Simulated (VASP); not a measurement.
# TiC (Fm-3m) in VASP: further runs

The runs below take TiC through single point, with PBEsol.

All numbers are computed with VASP 6.6.1; they aren't measurements. Logs are shortened: lines on timing, memory, paths and dates and some standing lists are left out, and cuts for length are marked.

### 1 The cell of the first run

It takes space group Fm-3m (No. 225, cubic). The conventional cell has a = 4.319 Å, b = 4.319 Å, c = 4.319 Å, α = 90.00°, β = 90.00°, γ = 90.00°. Within 2.9 Å of Ti (site symmetry m-3m) lie 6 C at 2.16 Å. Within 2.9 Å of C (site symmetry m-3m) lie 6 Ti at 2.16 Å.

### 2 Single point, PBEsol

File INCAR:

```
SYSTEM = TiC
  PREC = Accurate
  ENCUT = 520
  EDIFF = 1E-6
  ISMEAR = -1
  SIGMA = 0.1
  LREAL = .FALSE.
  LASPH = .TRUE.
  NELM = 100
  ALGO = Normal
  ISIF = 2
  LWAVE = .FALSE.
  LCHARG = .TRUE.
  GGA = PS
  LELF = .TRUE.
  LVHAR = .TRUE.
  NBANDS = 15
```

File KPOINTS:

```
Automatic mesh
0
G
  11 11 11
  0 0 0
```

File POSCAR:

```
TiC
1.0
    0.0000000000      2.1593000000      2.1593000000
    2.1593000000      0.0000000000      2.1593000000
    2.1593000000      2.1593000000      0.0000000000
Ti C
1 1
Direct
    0.0000000000      0.0000000000      0.0000000000
    0.5000000000      0.5000000000      0.5000000000
```

Potentials or basis: VASP PAW PBE potentials, release 64 (Ti_sv, C).

The run is started by

```console
$ cat potpaw_PBE.64/Ti_sv/POTCAR potpaw_PBE.64/C/POTCAR > POTCAR
$ mpirun -np 1 vasp_std > vasp.out
```

OUTCAR:

```text
SYSTEM = TiC
   PREC = Accurate
   ENCUT = 520
   EDIFF = 1E-6
   ISMEAR = -1
   LREAL = .FALSE.
   LASPH = .TRUE.
   NELM = 100
   ISIF = 2
   GGA = PS

 ion  position               nearest neighbor table
   1  0.000  0.000  0.000-   2 2.16   2 2.16   2 2.16   2 2.16   2 2.16   2 2.16
   2  0.500  0.500  0.500-   1 2.16   1 2.16   1 2.16   1 2.16   1 2.16   1 2.16

  LATTYP: Found a face centered cubic cell.
 ALAT       =     4.3186000000

  Lattice vectors:

 A1 = (   0.0000000000,   2.1593000000,   2.1593000000)
 A2 = (   2.1593000000,   0.0000000000,   2.1593000000)
 A3 = (   2.1593000000,   2.1593000000,   0.0000000000)

Analysis of symmetry for initial positions (statically):
=====================================================================
 Subroutine PRICEL returns:
 Original cell was already a primitive cell.

 Routine SETGRP: Setting up the symmetry group for a
 face centered cubic supercell.

 Subroutine GETGRP returns: Found 48 space group operations
 (whereof 48 operations were pure point group operations)
 out of a pool of 48 trial point group operations.

The static configuration has the point symmetry O_h .

Analysis of symmetry for dynamics (positions and initial velocities):
=====================================================================
 Subroutine PRICEL returns:
 Original cell was already a primitive cell.

 Routine SETGRP: Setting up the symmetry group for a
 face centered cubic supercell.

 Subroutine GETGRP returns: Found 48 space group operations
 (whereof 48 operations were pure point group operations)
 out of a pool of 48 trial point group operations.

The dynamic configuration has the point symmetry O_h .

 Subroutine INISYM returns: Found 48 space group operations
 (whereof 48 operations are pure point group operations),
 and found     1 'primitive' translations

----------------------------------------------------------------------------------------

                                     Primitive cell

  volume of cell :      20.1358

  direct lattice vectors                    reciprocal lattice vectors
     0.000000000  2.159300000  2.159300000    -0.231556523  0.231556523  0.231556523
     2.159300000  0.000000000  2.159300000     0.231556523 -0.231556523  0.231556523
     2.159300000  2.159300000  0.000000000     0.231556523  0.231556523 -0.231556523

  length of vectors
     3.053711345  3.053711345  3.053711345     0.401067663  0.401067663  0.401067663

[... 89 lines left out ...]
   TEBEG  =    0.0;   TEEND  =   0.0 temperature during run
   PSTRESS=    0.0 pullay stress
   NELECT =      16.0000    total number of electrons
   NUPDOWN=      -1.0000    fix difference up-down
   EMIN   =  10.00;   EMAX   =-10.00  energy-range for DOS
   EFERMI =   0.00;   METHOD = LEGACY
   ISMEAR =    -1;   SIGMA  =   0.10  broadening in eV -4-tet -1-fermi 0-gaus
   EFERMI_NEDOS =   21; number of points for ismear=-14 and -15
   IALGO  =     38    algorithm
   IMIX   =      4    mixing-type and parameters
     AMIX     =   0.40;   BMIX     =  1.00
     AMIX_MAG =   1.60;   BMIX_MAG =  1.00
  volume/ion in A,a.u.               =      10.07        67.94
  Fermi-wavevector in a.u.,A,eV,Ry     =   1.516323  2.865436 31.283015  2.299237
  Thomas-Fermi vector in A             =   2.625728
   LORBIT       =      0    0 simple, 1 ext, 2 COOP (PROOUT), +10 PAW based schemes
   GGA     = PS    functional components
   LHFCALC =     F    Hartree Fock is set to
   AEXX    =    0.0000 exact exchange contribution
   IVDW    =     0    specifies the selected vdW correction
   LEPSILON=     F    determine dielectric tensor
   LRPA    =     F    only Hartree local field effects (RPA)
 non-spin polarized calculation
  energy-cutoff  :      520.00
  volume of cell :       20.14
 maximum number of plane-waves:       556
   NGX = 11   NGY = 11   NGZ = 11

 number of electron      16.0000002 magnetization

 Free energy of the ion-electron system (eV)
  ---------------------------------------------------
  ext. energy  EPLUGINS =         0.00000000
  ---------------------------------------------------
  free energy    TOTEN  =       -19.80262546 eV

  energy without entropy =      -19.79241529  energy(sigma->0) =      -19.79752037

 E-fermi :   9.4178     XC(G=0): -12.9065

 val. band max:        9.3513225465   @ k =   0.4545   0.4545   0.0000
 cond. band min:       9.5493200631   @ k =   0.3636   0.2727   0.0000
 fundamental gap:      0.1979975166
 Fermi energy:         9.4177770771

 k-point     1 :       0.0000    0.0000    0.0000
  band No.  band energies     occupation
      1     -46.8978      2.00000
      2     -23.0196      2.00000
      3     -23.0196      2.00000
      4     -23.0196      2.00000
      5      -3.0035      2.00000
      6      10.0731      0.00285
      7      10.0731      0.00285
      8      10.0731      0.00285
      9      11.1208      0.00000
     10      11.1208      0.00000
     11      11.1208      0.00000
     12      11.1512      0.00000
     13      11.1512      0.00000
     14      20.0133      0.00000
[... 401 lines left out ...]
      2     -23.3070      2.00000
      3     -23.1327      2.00000
      4     -23.0403      2.00000
      5      -1.2498      2.00000
      6       6.1336      2.00000
      7       7.2254      2.00000
      8       7.4314      2.00000
      9      10.9466      0.00000
     10      12.0961      0.00000
     11      13.0266      0.00000
     12      13.8473      0.00000
     13      16.7833      0.00000
     14      21.2517      0.00000
     15      22.9299      0.00000

 [... further k-points ...]

------------------------ aborting loop because EDIFF is reached ----------------------------------------

  FORCE on cell =-STRESS in cart. coord.  units (eV):
  Direction    XX          YY          ZZ          XY          YZ          ZX
  --------------------------------------------------------------------------------------
  -------------------------------------------------------------------------------------
  Total       -0.5356806     -0.5356806     -0.5356806      0.0000000      0.0000000     -0.0000000
  in kB      -42.6233451    -42.6233451    -42.6233451      0.0000000      0.0000000     -0.0000000
  external PRESSURE =     -42.6233451 kB  Pullay stress =       0.0000000 kB

 VOLUME and BASIS-vectors are now :
 -----------------------------------------------------------------------------
  energy-cutoff  :      520.00
  volume of cell :       20.14
      direct lattice vectors                 reciprocal lattice vectors
     0.000000000  2.159300000  2.159300000    -0.231556523  0.231556523  0.231556523
     2.159300000  0.000000000  2.159300000     0.231556523 -0.231556523  0.231556523
     2.159300000  2.159300000  0.000000000     0.231556523  0.231556523 -0.231556523

 POSITION                                       TOTAL-FORCE (eV/Angst)
 -----------------------------------------------------------------------------------
      0.00000      0.00000      0.00000         0.000000      0.000000     -0.000000
      2.15930      2.15930      2.15930        -0.000000     -0.000000      0.000000
 -----------------------------------------------------------------------------------
    total drift:                                0.000000     -0.000000     -0.000000

  FREE ENERGIE OF THE ION-ELECTRON SYSTEM (eV)
  ---------------------------------------------------
  free  energy   TOTEN  =       -19.8026254554 eV

  energy  without entropy=      -19.7924152918  energy(sigma->0) =      -19.79752037
```

stdout:

```text
POSCAR found type information on POSCAR TiC
 POSCAR found :  2 types and       2 ions
 scaLAPACK will be used
 -----------------------------------------------------------------------------
|                                                                             |
|                                                                             |
|     You enforced a specific xc type in the INCAR file but a different       |
|     I HOPE YOU KNOW WHAT YOU ARE DOING!                                     |
|                                                                             |
 -----------------------------------------------------------------------------

 LDA part: xc-table for (Slater+PW92), standard interpolation
 POSCAR, INCAR and KPOINTS ok, starting setup
 FFT: planning ... GRIDC
 FFT: planning ... GRID_SOFT
 FFT: planning ... GRID
 WAVECAR not read
 entering main loop
```

Run time: 14 s. Hardware: 1 thread of AMD EPYC 9R45 (Zen 5), shared host; peak memory 0.12 GiB.

What came out:

```
Free energy            : -19.8026 eV
Pressure               : -4.3 GPa
Band gap on the k mesh : zero (band 8 reaches 10.07 eV, above the bottom of band 9 at 8.99 eV)
```

Caveat: the PAW data sets were made with another functional, which shifts forces and pressure a little.

### 3 Single point, PBEsol

File INCAR:

```
PREC = Accurate
ENCUT = 520
EDIFF = 1E-7
ISMEAR = -1
SIGMA = 0.1
LREAL = F
LASPH = T
NELM = 80
ALGO = Normal
ISIF = 2
LWAVE = F
LCHARG = F
GGA = PS
NBANDS = 15
```

File KPOINTS:

```
regular mesh
0
Gamma
  11 11 11
```

POSCAR is that of step 2.

Potentials or basis: VASP PAW PBE potentials, release 64 (Ti_sv, C).

The run is started by

```console
$ cat potpaw_PBE.64/Ti_sv/POTCAR potpaw_PBE.64/C/POTCAR > POTCAR
$ mpirun -np 1 vasp_std > vasp.out
```

Wall time 15 s (1 thread of AMD EPYC 9R45 (Zen 5), shared host); peak memory 0.11 GiB.

It converged, with:

* Free energy: -19.8026 eV
* Pressure: -4.3 GPa
* Band gap on the k mesh: zero (band 8 reaches 10.07 eV, above the bottom of band 9 at 8.99 eV)

Levels at points of the mesh, in eV from the Fermi level:
```tsv
k point	band 4	band 5	band 6	band 7	band 8	band 9	band 10	band 11	band 12	band 13
(0.00, 0.00, 0.00)	-32.44	-12.42	0.66	0.66	0.66	1.70	1.70	1.70	1.73	1.73
```

Caveat: the PAW data sets were made with another functional, which shifts forces and pressure a little.
